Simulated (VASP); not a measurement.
# BN (rocksalt type) (Fm-3m) in VASP: a series of runs, part 2 of 2

VASP 6.6.1. Earlier steps stand in the parts before.

### 3 Single point, PBE

The input, INCAR:

```
  PREC = Accurate
  ENCUT = 520
  EDIFF = 1E-6
  ISMEAR = -1
  SIGMA = 0.05
  LREAL = F
  LASPH = T
  NELM = 60
  ALGO = Normal
  ISIF = 2
  LWAVE = F
  LCHARG = F
  GGA = PE
  NBANDS = 11
```

The input, KPOINTS:

```
regular mesh
0
Gamma
  16 16 16
```

The input, POSCAR:

```
BN
1.0
    0.0000000000      1.6665855675      1.6665855675
    1.6665855675      0.0000000000      1.6665855675
    1.6665855675      1.6665855675      0.0000000000
B N
1 1
Direct
    0.0000000000      0.0000000000      0.0000000000
    0.5000000000      0.5000000000      0.5000000000
```

Potentials or basis: VASP PAW PBE potentials, release 64 (B, N).

Command:

```sh
$ cat potpaw_PBE.64/B/POTCAR potpaw_PBE.64/N/POTCAR > POTCAR
$ mpirun -np 1 vasp_std > vasp.out
```

OUTCAR:

```text
PREC = Accurate
   ENCUT = 520
   EDIFF = 1E-6
   ISMEAR = -1
   LREAL = F
   LASPH = T
   NELM = 60
   ISIF = 2
   GGA = PE

 ion  position               nearest neighbor table
   1  0.000  0.000  0.000-   2 1.67   2 1.67   2 1.67   2 1.67   2 1.67   2 1.67
   2  0.500  0.500  0.500-   1 1.67   1 1.67   1 1.67   1 1.67   1 1.67   1 1.67

  LATTYP: Found a face centered cubic cell.
 ALAT       =     3.3331711350

  Lattice vectors:

 A1 = (   0.0000000000,   1.6665855675,   1.6665855675)
 A2 = (   1.6665855675,   0.0000000000,   1.6665855675)
 A3 = (   1.6665855675,   1.6665855675,   0.0000000000)

Analysis of symmetry for initial positions (statically):
=====================================================================
 Subroutine PRICEL returns:
 Original cell was already a primitive cell.

 Routine SETGRP: Setting up the symmetry group for a
 face centered cubic supercell.

 Subroutine GETGRP returns: Found 48 space group operations
 (whereof 48 operations were pure point group operations)
 out of a pool of 48 trial point group operations.

The static configuration has the point symmetry O_h .

[... 163 lines left out ...]
 cond. band min:      14.8723856603   @ k =   0.5000   0.5000   0.0000
 fundamental gap:      2.3635271504
 Fermi energy:        13.5769890550

 k-point     1 :       0.0000    0.0000    0.0000
  band No.  band energies     occupation
      1     -12.0226      2.00000
      2      11.5419      2.00000
      3      11.5419      2.00000
      4      11.5419      2.00000
      5      24.8987      0.00000
      6      26.0867      0.00000
      7      26.0867      0.00000
      8      26.0867      0.00000
      9      31.8964      0.00000
     10      31.8964      0.00000
     11      31.8964      0.00000
[... 309 lines left out ...]
 k-point    24 :      -0.0625    0.0625    0.0000
  band No.  band energies     occupation
      1     -11.7004      2.00000
      2      10.5251      2.00000
      3      10.9164      2.00000
      4      11.7837      2.00000
      5      24.4153      0.00000
      6      24.5745      0.00000
      7      25.8958      0.00000
      8      25.9891      0.00000
      9      30.8113      0.00000
     10      32.3171      0.00000
     11      33.5301      0.00000

 [... further k-points ...]
[... 5 lines left out ...]
  --------------------------------------------------------------------------------------
  -------------------------------------------------------------------------------------
  Total        4.3935097      4.3935097      4.3935097      0.0000000      0.0000000      0.0000000
  in kB      760.3426025    760.3426025    760.3426025      0.0000000      0.0000000      0.0000000
  external PRESSURE =     760.3426025 kB  Pullay stress =       0.0000000 kB

 VOLUME and BASIS-vectors are now :
 -----------------------------------------------------------------------------
  energy-cutoff  :      520.00
  volume of cell :        9.26
      direct lattice vectors                 reciprocal lattice vectors
     0.000000000  1.666585568  1.666585568    -0.300014599  0.300014599  0.300014599
     1.666585568  0.000000000  1.666585568     0.300014599 -0.300014599  0.300014599
     1.666585568  1.666585568  0.000000000     0.300014599  0.300014599 -0.300014599

 POSITION                                       TOTAL-FORCE (eV/Angst)
 -----------------------------------------------------------------------------------
      0.00000      0.00000      0.00000         0.000000      0.000000     -0.000000
      1.66659      1.66659      1.66659        -0.000000     -0.000000      0.000000
 -----------------------------------------------------------------------------------
    total drift:                               -0.000000     -0.000000     -0.000000

  FREE ENERGIE OF THE ION-ELECTRON SYSTEM (eV)
  ---------------------------------------------------
  free  energy   TOTEN  =       -13.6291847358 eV

  energy  without entropy=      -13.6291847358  energy(sigma->0) =      -13.62918474
```

OSZICAR:

```text
N       E                     dE             d eps       ncg     rms          rms(c)
DAV:   1     0.127140240472E+02    0.12714E+02   -0.51940E+03  3318   0.748E+02
DAV:   2    -0.140652380747E+02   -0.26779E+02   -0.25471E+02  3743   0.165E+02
DAV:   3    -0.145189681358E+02   -0.45373E+00   -0.45287E+00  3721   0.177E+01
DAV:   4    -0.145193052566E+02   -0.33712E-03   -0.33711E-03  3529   0.532E-01
DAV:   5    -0.145193053981E+02   -0.14142E-06   -0.14123E-06  3697   0.111E-02    0.686E+00
DAV:   6    -0.136360406871E+02    0.88326E+00   -0.36399E+00  3472   0.106E+01    0.286E+00
DAV:   7    -0.136271463700E+02    0.88943E-02   -0.12229E-01  3535   0.268E+00    0.180E+00
DAV:   8    -0.136294501045E+02   -0.23037E-02   -0.87084E-03  3355   0.748E-01    0.250E-01
DAV:   9    -0.136291820199E+02    0.26808E-03   -0.95322E-04  3454   0.178E-01    0.609E-02
DAV:  10    -0.136291839106E+02   -0.18907E-05   -0.22553E-05  3523   0.423E-02    0.114E-02
DAV:  11    -0.136291847358E+02   -0.82523E-06   -0.55583E-07  2916   0.706E-03
   1 F= -.13629185E+02 E0= -.13629185E+02  d E =-.917312E-11
```

stdout:

```text
POSCAR found type information on POSCAR B N
 POSCAR found :  2 types and       2 ions
 scaLAPACK will be used
 LDA part: xc-table for (Slater+PW92), standard interpolation
 POSCAR, INCAR and KPOINTS ok, starting setup
 FFT: planning ... GRIDC
 FFT: planning ... GRID_SOFT
 FFT: planning ... GRID
 WAVECAR not read
 entering main loop
```

Run time: 12 s. Hardware: 1 thread of Intel Xeon Platinum 8488C (Sapphire Rapids), shared host; peak memory 0.12 GiB.

Results:

```yaml
Free_energy: -13.6292 eV
Pressure: 76.0 GPa
Band_gap_on_the_k_mesh: 2.36 eV, indirect (least direct gap 6.36 eV)
```

A k mesh can miss the band edges. Expect the measured gap to be larger: semilocal functionals such as PBE lack the derivative discontinuity.

### 4 Relaxation of cell and atoms, PBE, target pressure 76 GPa, at which the enthalpy is minimised

The input, INCAR:

```
ALGO = Normal
EDIFF = 1E-7
EDIFFG = -0.005
ENCUT = 600
GGA = PE
IBRION = 2
ISIF = 3
ISMEAR = -1
LASPH = T
LCHARG = F
LREAL = F
LWAVE = F
NELM = 100
NSW = 60
PREC = Accurate
PSTRESS = 760.0
SIGMA = 0.05
```

The input, KPOINTS:

```
k-points
0
Gamma
  16 16 16
```

The input, POSCAR:

```
BN
1.0
    0.0000000000      1.6658467201      1.6658467201
    1.6658467201      0.0000000000      1.6658467201
    1.6658467201      1.6658467201      0.0000000000
B N
1 1
Direct
    0.0000000000      0.0000000000      0.0000000000
    0.5000000000      0.5000000000      0.5000000000
```

Command:

```sh
$ cat potpaw_PBE.64/B/POTCAR potpaw_PBE.64/N/POTCAR > POTCAR
$ mpirun -np 1 vasp_std > vasp.out
```

It took 16 s on 1 thread of Intel Xeon Platinum 8488C (Sapphire Rapids), shared host; peak memory 0.12 GiB.

The run converged. Its results:

| Item | Value |
| --- | --- |
| Free energy | -13.6312 eV |
| Relaxed volume | 4.63 Å³/atom |
| Relaxed cell | a = 2.357 Å, b = 2.357 Å, c = 2.357 Å, α = 60.00°, β = 60.00°, γ = 60.00° |
| Space group after relaxing (to 0.05 Å) | Fm-3m (No. 225) |
| Energy change on relaxing (the enthalpy is what falls) | -2.4 meV/atom |
| Ionic steps | 3 |
| Pressure after relaxing | 76.0 GPa |
| Band gap on the k mesh | 2.37 eV, indirect (least direct gap 6.36 eV) |

Step by step:
```
step  energy change (eV)  largest force (eV/Å)  pressure (GPa)  volume (Å³)
   1              0.0000                0.0000           76.73         9.25
   2             -0.0133                0.0000           74.75         9.27
   3             -0.0048                0.0000           76.01         9.26
```

Final structure:
```xyz
2
Lattice="0.0000 1.6665 1.6665 1.6665 0.0000 1.6665 1.6665 1.6665 0.0000" Properties=species:S:1:pos:R:3 pbc="T T T"
B     0.0000    0.0000    0.0000
N     1.6665    1.6665    1.6665
```

Levels at points of the mesh, in eV from the valence-band top:
```csv
k point,band 1,band 2,band 3,band 4,band 5,band 6,band 7,band 8
"(0.00, 0.00, 0.00)",-24.54,-0.97,-0.97,-0.97,12.40,13.58,13.58,13.58
"(0.50, 0.00, 0.00)",-18.65,-14.03,-0.78,-0.78,5.57,5.57,8.69,16.34
"(0.50, 0.50, 0.00)",-15.11,-13.62,-6.47,-6.47,2.37,8.61,16.67,16.67
```

Caveat: the cell is relaxed towards a set pressure, so the enthalpy falls and the energy may rise. A k mesh can miss the band edges.

### 5 Overview

```tsv
task	cell	cutoff (eV)	gap on the mesh (eV)	pressure (GPa)
single point	a = 2.356 Å, angles 60.0°, 2 atoms	520	2.37	76.4
single point	a = 2.357 Å, angles 60.0°, 2 atoms	520	2.36	76.0
relaxation of cell and atoms	relaxed to 76 GPa from a = 2.356 Å, angles 60.0°, 2 atoms	600	2.37	76.0
```

Alike in all rows: level PBE; potentials or basis VASP PAW PBE potentials, release 64 (B, N); no spin polarisation; k mesh 16 × 16 × 16; smearing fermi-dirac 0.05 eV.

Caveats: the cell is relaxed towards a set pressure, so the enthalpy falls and the energy may rise (some runs).

Absolute energies hang on the potentials; compare differences alone.
